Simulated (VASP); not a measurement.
PbS:

```xyz
2
Lattice="0.0000 2.9458 2.9458 2.9458 0.0000 2.9458 2.9458 2.9458 0.0000" Properties=species:S:1:pos:R:3 pbc="T T T"
Pb    0.0000    0.0000    0.0000
S     2.9458    2.9458    2.9458
```

Base run:

| Quantity | Value |
| --- | --- |
| Program | VASP 6.6.1 |
| Functional | RPBE |
| Potentials or basis | VASP PAW PBE potentials, release 64 (Pb_d, S) |
| Cutoff | 520 eV |
| k mesh | 8 × 8 × 8 |
| Occupations | fermi-dirac, width 0.05 eV |
| Spin | no spin polarisation |

Its results: band gap on the k mesh 0.38 eV; pressure 5.5 GPa.

The run is repeated on the same cell with these changes: functional from RPBE to revPBE; dispersion from none to D3(BJ). What comes out?

Band gap on the k mesh 0.36 eV; pressure 0.7 GPa.

Several settings changed at once.

Caveats: the PAW data sets were made with another functional, which shifts forces and pressure a little; spin-orbit coupling is left out, which moves the levels of the heavy elements; the cell stands under pressure (at least some runs).

A k mesh can miss the band edges.
